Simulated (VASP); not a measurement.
# Au (Cmcm) in VASP: a series of runs, part 2 of 2

VASP 6.6.1. The steps go on from the part before.

### Step 3. Single point, PBE

This run uses another cell than the first one, of 17.65 Å³/atom, 1.192 times its volume.

The input, INCAR:

```
PREC     = Accurate       # precision mode
ENCUT    = 500            # plane-wave cutoff, eV
EDIFF    = 1E-6           # SCF threshold, eV
ISMEAR   = 1              # smearing method
SIGMA    = 0.27211386245988 # smearing width, eV
LREAL    = False          # projectors in reciprocal space
LASPH    = True           # aspherical terms in the spheres
NELM     = 120            # most SCF steps
ALGO     = Normal         # electronic algorithm
ISIF     = 2              # what is computed and relaxed
LWAVE    = False          # write WAVECAR
LCHARG   = False          # write CHGCAR
GGA      = PE             # functional
NBANDS   = 18             # bands
GGA_COMPAT= False
```

The input, KPOINTS:

```
regular mesh
0
Gamma
  6 6 4
```

The input, POSCAR:

```
Au
1.0
    1.4113099650     -2.5559330250      0.0000000000
    1.4113099650      2.5559330250      0.0000000000
    0.0000000000      0.0000000000      4.8931696100
Au
2
Direct
    0.6653279700      0.3346720300      0.2500000000
    0.3346720300      0.6653279700      0.7500000000
```

Potentials or basis: VASP PAW PBE potentials, release 64 (Au).

The run is started by

```bash
$ cat potpaw_PBE.64/Au/POTCAR > POTCAR
$ mpirun -np 1 vasp_std > vasp.out
```

Run time: 7.9 s. Hardware: 1 thread of Intel Xeon 6975P-C (Granite Rapids), shared host; peak memory 0.16 GiB.

Results (log left out):

```
Free energy            : -6.3338 eV
Pressure               : 3.3 GPa
Largest force          : 0.018 eV/Å
Band gap on the k mesh : zero (band 11 reaches 12.91 eV, above the bottom of band 12 at 6.36 eV)
```

Forces on the atoms (eV/Å):
```
Au   0.000  0.018  0.000
Au   0.000 -0.018  0.000
```

Stress tensor (GPa, compression positive):
```
 4.09  0.00  0.00
 0.00  7.30  0.00
 0.00  0.00 -1.51
```

Levels at points of the mesh, in eV from the Fermi level:
```csv
k point,band 8,band 9,band 10,band 11,band 12,band 13,band 14,band 15
"(0.00, 0.00, 0.00)",-3.70,-3.56,-2.41,-2.36,-1.26,2.17,14.35,15.31
"(0.50, 0.00, 0.00)",-2.22,-2.02,-1.86,0.28,1.52,5.55,7.02,7.04
"(0.50, 0.50, 0.00)",-2.14,-2.10,-1.92,0.03,1.06,5.17,6.56,6.68
"(0.00, 0.00, 0.50)",-4.38,-2.88,-2.88,-2.75,-2.75,9.98,9.98,14.67
"(0.50, 0.00, 0.50)",-2.61,-1.91,-1.91,0.46,0.46,3.81,3.81,12.86
"(0.50, 0.50, 0.50)",-2.59,-1.99,-1.99,0.10,0.10,3.26,3.26,12.44
```

Caveat: the k points lie up to 0.42 Å⁻¹ apart; spin-orbit coupling is left out, which moves the levels of the heavy elements.

### Step 4. Single point, PBEsol+D3(BJ)

This run uses another cell than the first one, of 17.65 Å³/atom, 1.192 times its volume.

The input, INCAR:

```
PREC = Accurate
ENCUT = 500
EDIFF = 1E-6
ISMEAR = 0
SIGMA = 0.1
LREAL = F
LASPH = T
NELM = 120
ALGO = Normal
ISIF = 2
LWAVE = F
LCHARG = T
GGA = PS
IVDW = 12
LELF = T
LVHAR = T
NBANDS = 18
GGA_COMPAT = F
```

KPOINTS is that of step 3.

POSCAR is that of step 3.

Potentials or basis: VASP PAW PBE potentials, release 64 (Au).

The run is started by

```bash
$ cat potpaw_PBE.64/Au/POTCAR > POTCAR
$ mpirun -np 1 vasp_std > vasp.out
```

OUTCAR:

```text
PREC = Accurate
   ENCUT = 500
   EDIFF = 1E-6
   ISMEAR = 0
   LREAL = F
   LASPH = T
   NELM = 120
   ISIF = 2
   GGA = PS
   IVDW = 12
 IVDW          = 12

 ion  position               nearest neighbor table
   1  0.665  0.335  0.250-   2 2.95   2 2.95   2 2.95   2 2.95   2 2.97   2 2.97
   2  0.335  0.665  0.750-   1 2.95   1 2.95   1 2.95   1 2.95   1 2.97   1 2.97

  LATTYP: Found a base centered orthorhombic cell.
 ALAT       =     2.8226199300
 B/A-ratio  =     1.8110359088
[... 699 lines left out ...]

 Edisp (eV)   -1.21866

 E8    (eV) :    -0.8236

  FORCE on cell =-STRESS in cart. coord.  units (eV):
  Direction    XX          YY          ZZ          XY          YZ          ZX
  --------------------------------------------------------------------------------------
  -------------------------------------------------------------------------------------
  Total      -2.27064    -1.57217    -3.41318     0.00000     0.00000     0.00000
  in kB    -103.05447   -71.35374  -154.90940     0.00000     0.00000     0.00000
  external pressure =     -109.77 kB  Pullay stress =        0.00 kB

 VOLUME and BASIS-vectors are now :
 -----------------------------------------------------------------------------
  energy-cutoff  :      500.00
  volume of cell :       35.30
      direct lattice vectors                 reciprocal lattice vectors
     1.411309965 -2.555933025  0.000000000     0.354280783 -0.195623279  0.000000000
     1.411309965  2.555933025  0.000000000     0.354280783  0.195623279  0.000000000
     0.000000000  0.000000000  4.893169610     0.000000000  0.000000000  0.204366511

 POSITION                                       TOTAL-FORCE (eV/Angst)
 -----------------------------------------------------------------------------------
      1.41131     -0.84513      1.22329         0.000000      0.026097      0.000000
      1.41131      0.84513      3.66988         0.000000     -0.026097     -0.000000
 -----------------------------------------------------------------------------------
    total drift:                                0.000000      0.000000     -0.000000

  FREE ENERGIE OF THE ION-ELECTRON SYSTEM (eV)
  ---------------------------------------------------
  free  energy   TOTEN  =        -8.9432834215 eV

  energy  without entropy=       -8.9389879541  energy(sigma->0) =       -8.94113569
```

stdout:

```text
POSCAR found type information on POSCAR Au
 POSCAR found :  1 types and       2 ions
 scaLAPACK will be used
 -----------------------------------------------------------------------------
|                                                                             |
|                                                                             |
|     You enforced a specific xc type in the INCAR file but a different       |
|     I HOPE YOU KNOW WHAT YOU ARE DOING!                                     |
|                                                                             |
 -----------------------------------------------------------------------------

 LDA part: xc-table for (Slater+PW92), standard interpolation
 POSCAR, INCAR and KPOINTS ok, starting setup
 FFT: planning ... GRIDC
 FFT: planning ... GRID_SOFT
 FFT: planning ... GRID
 WAVECAR not read
 entering main loop
```

Wall time 7.2 s (1 thread of Intel Xeon 6975P-C (Granite Rapids), shared host); peak memory 0.17 GiB.

Results:

```
Free energy                : -8.9433 eV
Pressure                   : -11.0 GPa
Largest force              : 0.026 eV/Å
Band gap on the k mesh     : zero (band 11 reaches 12.67 eV, above the bottom of band 12 at 6.19 eV)
Dispersion energy per atom : -0.609 eV
```

Forces on the atoms (eV/Å):
```
Au   0.000  0.026  0.000
Au   0.000 -0.026  0.000
```

Caveat: the k points lie up to 0.42 Å⁻¹ apart; three body term missing; the PAW data sets were made with another functional, which shifts forces and pressure a little; spin-orbit coupling is left out, which moves the levels of the heavy elements; pairwise dispersion overbinds metals, which lowers pressure and volume.

### Step 5. Single point, PBE

This run uses another cell than the first one, of 17.65 Å³/atom, 1.192 times its volume.

The input, INCAR:

```
SYSTEM = Au
ALGO     = Normal         ! electronic algorithm
EDIFF    = 1E-6           ! SCF threshold, eV
ENCUT    = 500            ! plane-wave cutoff, eV
GGA      = PE             ! functional
GGA_COMPAT= .FALSE.      
ISIF     = 2              ! what is computed and relaxed
ISMEAR   = -1             ! smearing method
LASPH    = .TRUE.         ! aspherical terms in the spheres
LCHARG   = .FALSE.        ! write CHGCAR
LREAL    = .FALSE.        ! projectors in reciprocal space
LWAVE    = .FALSE.        ! write WAVECAR
NBANDS   = 18             ! bands
NELM     = 120            ! most SCF steps
PREC     = Accurate       ! precision mode
SIGMA    = 0.014          ! smearing width, eV
```

The input, KPOINTS:

```
k-points
0
G
  6 6 4
  0 0 0
```

POSCAR is that of step 4.

The run is started by

```bash
$ cat potpaw_PBE.64/Au/POTCAR > POTCAR
$ mpirun -np 1 vasp_std > vasp.out
```

Wall time 7.7 s (1 thread of Intel Xeon 6975P-C (Granite Rapids), shared host); peak memory 0.16 GiB.

It converged, with:

* Free energy: -6.3342 eV
* Pressure: 3.1 GPa
* Largest force: 0.028 eV/Å
* Band gap on the k mesh: zero (band 11 reaches 12.91 eV, above the bottom of band 12 at 6.36 eV)

Forces in eV/Å, atoms in the order of the input:
```
Au   0.000  0.028  0.000
Au   0.000 -0.028  0.000
```

Stress tensor (GPa, compression positive):
```
 4.70  0.00  0.00
 0.00  6.56  0.00
 0.00  0.00 -1.87
```

Levels at points of the mesh, in eV from the Fermi level:
| k point | band 7 | band 8 | band 9 | band 10 | band 11 | band 12 | band 13 | band 14 | band 15 | band 16 |
| --- | --- | --- | --- | --- | --- | --- | --- | --- | --- | --- |
| (0.00, 0.00, 0.00) | -4.08 | -3.72 | -3.57 | -2.43 | -2.37 | -1.27 | 2.16 | 14.33 | 15.30 | 16.49 |
| (0.50, 0.00, 0.00) | -3.72 | -2.23 | -2.03 | -1.88 | 0.27 | 1.51 | 5.54 | 7.01 | 7.03 | 9.75 |
| (0.50, 0.50, 0.00) | -3.85 | -2.16 | -2.11 | -1.94 | 0.01 | 1.04 | 5.15 | 6.55 | 6.67 | 10.84 |
| (0.00, 0.00, 0.50) | -4.39 | -4.39 | -2.89 | -2.89 | -2.76 | -2.76 | 9.97 | 9.97 | 14.66 | 14.66 |
| (0.50, 0.00, 0.50) | -2.62 | -2.62 | -1.93 | -1.93 | 0.45 | 0.45 | 3.80 | 3.80 | 12.85 | 12.85 |
| (0.50, 0.50, 0.50) | -2.60 | -2.60 | -2.01 | -2.01 | 0.09 | 0.09 | 3.25 | 3.25 | 12.42 | 12.42 |

Caveat: the k points lie up to 0.42 Å⁻¹ apart; spin-orbit coupling is left out, which moves the levels of the heavy elements.

### Step 6. Single point, PBE

This run uses another cell than the first one, of 17.65 Å³/atom, 1.192 times its volume.

The input, INCAR:

```
ALGO = Normal
EDIFF = 1E-6
ENCUT = 500
GGA = PE
GGA_COMPAT = False
ISIF = 2
ISMEAR = 0
LASPH = True
LCHARG = False
LREAL = False
LWAVE = False
NBANDS = 18
NELM = 120
PREC = Accurate
SIGMA = 0.1
```

The input, KPOINTS:

```
k-points
0
Gamma
  1 1 3
```

POSCAR is that of step 5.

Potentials or basis: VASP PAW PBE potentials, release 64 (Au).

The run is started by

```bash
$ cat potpaw_PBE.64/Au/POTCAR > POTCAR
$ mpirun -np 1 vasp_std > vasp.out
```

Run time: 13 s. Hardware: 1 thread of Intel Xeon 8259CL, shared host; peak memory 0.15 GiB.

The run converged. Its results:

| Quantity | Value |
| --- | --- |
| Free energy | -16.9339 eV |
| Pressure | -39.8 GPa |
| Band gap on the k mesh | zero (band 11 reaches 6.31 eV, above the bottom of band 12 at 6.23 eV) |

Forces in eV/Å, atoms in the order of the input:
```
Au   0.000  0.002  0.000
Au   0.000 -0.002  0.000
```

Stress tensor (GPa, compression positive):
```
-50.56   0.00   0.00
  0.00 -61.68   0.00
  0.00   0.00  -7.04
```

Levels at points of the mesh, in eV from the Fermi level:
| k point | band 7 | band 8 | band 9 | band 10 | band 11 | band 12 | band 13 | band 14 |
| --- | --- | --- | --- | --- | --- | --- | --- | --- |
| (0.00, 0.00, 0.00) | -1.26 | -1.16 | -1.10 | 0.03 | 0.03 | 1.38 | 4.61 | 17.65 |

Caveat: the k points lie up to 2.54 Å⁻¹ apart; spin-orbit coupling is left out, which moves the levels of the heavy elements.

### Step 7. The runs side by side

```tsv
level	cell	k mesh	smearing	gap on the mesh (eV)	pressure (GPa)	largest force (eV/Å)
PBEsol	a = 2.754, b = 2.754, c = 4.615 Å, angles 90.0, 90.0, 122.2°, 2 atoms	6 × 6 × 4	gaussian 0.1 eV	none	36.4	0.11
PBE	a = 2.920, b = 2.920, c = 4.893 Å, angles 90.0, 90.0, 122.2°, 2 atoms	6 × 6 × 4	methfessel-paxton 0.272114 eV	none	3.3	0.02
PBEsol+D3(BJ)	a = 2.920, b = 2.920, c = 4.893 Å, angles 90.0, 90.0, 122.2°, 2 atoms	6 × 6 × 4	gaussian 0.1 eV	none	-11.0	0.03
PBE	a = 2.920, b = 2.920, c = 4.893 Å, angles 90.0, 90.0, 122.2°, 2 atoms	6 × 6 × 4	fermi-dirac 0.014 eV	none	3.1	0.03
PBE	a = 2.920, b = 2.920, c = 4.893 Å, angles 90.0, 90.0, 122.2°, 2 atoms	1 × 1 × 3	gaussian 0.1 eV	none	-39.8	-
```

Alike in all rows: task single point; potentials or basis VASP PAW PBE potentials, release 64 (Au); no spin polarisation; cutoff (eV) 500.

Caveats: all runs use coarse meshes; spin-orbit coupling is left out, which moves the levels of the heavy elements; the PAW data sets were made with another functional, which shifts forces and pressure a little (some runs); three body term missing (some runs); pairwise dispersion overbinds metals, which lowers pressure and volume (some runs).

Total energies depend on the potentials used, so only differences within one code and one set of settings carry meaning.
